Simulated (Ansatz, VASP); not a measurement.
# Sb in VASP and in Ansatz

The input POSCAR:

```
Sb
1.0
    3.1600000000      0.0000000000      0.0000000000
    0.0000000000      3.3970000000      0.0000000000
    0.0000000000      0.0000000000      3.1600000000
Sb
1
Direct
    0.0000000000      0.0000000000      0.0000000000
```

INCAR.step1

```
ALGO     = Normal         # electronic algorithm
EDIFF    = 1E-4           # SCF threshold, eV
ENCUT    = 520            # plane-wave cutoff, eV
GGA      = PE             # functional
ISMEAR   = 0              # smearing method
LASPH    = T              # aspherical terms in the spheres
LCHARG   = F              # write CHGCAR
LREAL    = F              # projectors in reciprocal space
LWAVE    = T              # write WAVECAR
NBANDS   = 8              # bands
NELM     = 60             # most SCF steps
PREC     = Accurate       # precision mode
SIGMA    = 0.15           # smearing width, eV
```

File INCAR.step2:

```
ALGO     = Normal         # electronic algorithm
EDIFF    = 1E-7           # SCF threshold, eV
ENCUT    = 520            # plane-wave cutoff, eV
ISIF     = 2              # what is computed and relaxed
ISMEAR   = 0              # smearing method
ISTART   = 1            
LASPH    = T              # aspherical terms in the spheres
LCHARG   = F              # write CHGCAR
LMIXTAU  = T            
LREAL    = F              # projectors in reciprocal space
LWAVE    = F              # write WAVECAR
METAGGA  = R2SCAN         # meta-GGA
NBANDS   = 8              # bands
NELM     = 60             # most SCF steps
PREC     = Accurate       # precision mode
SIGMA    = 0.15           # smearing width, eV
```

Contents of KPOINTS:

```
k-points
0
Gamma
  16 16 16
```

Input for Ansatz:

```yaml
crystal:
  lattice:
    - [3.16, 0.0, 0.0]
    - [0.0, 3.397, 0.0]
    - [0.0, 0.0, 3.16]
  atoms:
    - { symbol: Sb, position: [0.0, 0.0, 0.0] }
basis:
  ecutwfc: 500
kpoints:
  mp_grid: { grid: [16, 16, 16] }
hamiltonian:
  xc: r2scan
scf:
  occupations: { method: gaussian, width: 0.15 }
output:
  forces: true
  stress: true
  eigenvalues: true
```

Change from the starting cell: strain +0.0750 x Voigt [0, 1, 0, 0, 0, 0], atoms carried along.

Alike in both runs: task single point; functional r2SCAN; k mesh 16 × 16 × 16; occupations gaussian, width 0.15 eV; no spin polarisation.

|  | VASP | Ansatz |
| --- | --- | --- |
| version | VASP 6.6.1 | Ansatz 0.2.0 |
| potentials or method | VASP PAW PBE potentials, release 64 (Sb), cutoff 520 eV | scalar-relativistic, plane waves, PAW |
| valence electrons in the cell | 5 | 15 |

|  | VASP | Ansatz | Ansatz less VASP |
| --- | --- | --- | --- |
| gap on the k mesh at the Fermi level (eV) | none | none | - |
| pressure (GPa) | -5.8 | -5.8 | +0.03 |
| traceless stress, the component that is largest in VASP (GPa) | -2.86 | -2.86 | +0.003 |

VASP's potentials were made for PBE, not for r2SCAN. A gap of «none» marks a metal or a gap that the smearing closes. VASP's potentials hold 5 valence electrons a cell and Ansatz's 15, so a difference there can come from the potentials and not from the codes.

Neither program's run includes spin-orbit coupling.
